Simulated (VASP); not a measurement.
Wanted: the native input for a VASP 6.6.1 run.

| Property | Result |
| --- | --- |
| Task | single point |
| Functional | LDA |
| Potentials or basis | VASP PAW LDA potentials, release 64 (Ti_sv, Al) |
| Cutoff | 520 eV |
| k mesh | 14 × 14 × 14 |
| Occupations | gaussian, width 0.15 eV |
| Spin | no spin polarisation |
| Dipole correction | no |
| Further INCAR settings | ALGO = Fast; EDIFF = 1e-07; NBANDS = 18 |

The structure of TiAl3 lies in POSCAR:

```
TiAl3
1.0
   -1.7508520545      2.0971682103      4.2417642881
    1.7508520545     -2.0971682103      4.2417642881
    1.7508520545      2.0971682103     -4.2417642881
Ti Al
1 3
Direct
    0.0000000000      0.0000000000      0.0000000000
    0.5000000000      0.5000000000      0.0000000000
    0.7500000000      0.2500000000      0.5000000000
    0.2500000000      0.7500000000      0.5000000000
```

This cell differs from its parent crystal: normal strain along x -0.0733, normal strain along y +0.1100.

The input as run:

INCAR

```
PREC = Accurate
ENCUT = 520
EDIFF = 1E-7
ISMEAR = 0
SIGMA = 0.15
LREAL = F
LASPH = T
NELM = 100
ALGO = Fast
ISIF = 2
LWAVE = F
LCHARG = F
GGA = CA
NBANDS = 18
```

KPOINTS

```
regular mesh
0
Gamma
  14 14 14
```

Potentials or basis: VASP PAW LDA potentials, release 64 (Ti_sv, Al).

Command:

```sh
$ cat potpaw_LDA.64/Ti_sv/POTCAR potpaw_LDA.64/Al/POTCAR > POTCAR
$ mpirun -np 1 vasp_std > vasp.out
```

It gave:

```yaml
Pressure: -2.5 GPa
Largest_force: 0.149 eV/Å
Band_gap_on_the_k_mesh: zero (an odd number of electrons rules out a gap without spin polarisation)
```

Caveat: the cell differs from its parent crystal (normal strain along x -0.0733, normal strain along y +0.1100).

It took 16 min on 1 thread of Intel(R) Xeon(R) 6975P-C (Granite Rapids) (shared host), peak memory 0.55 GiB.
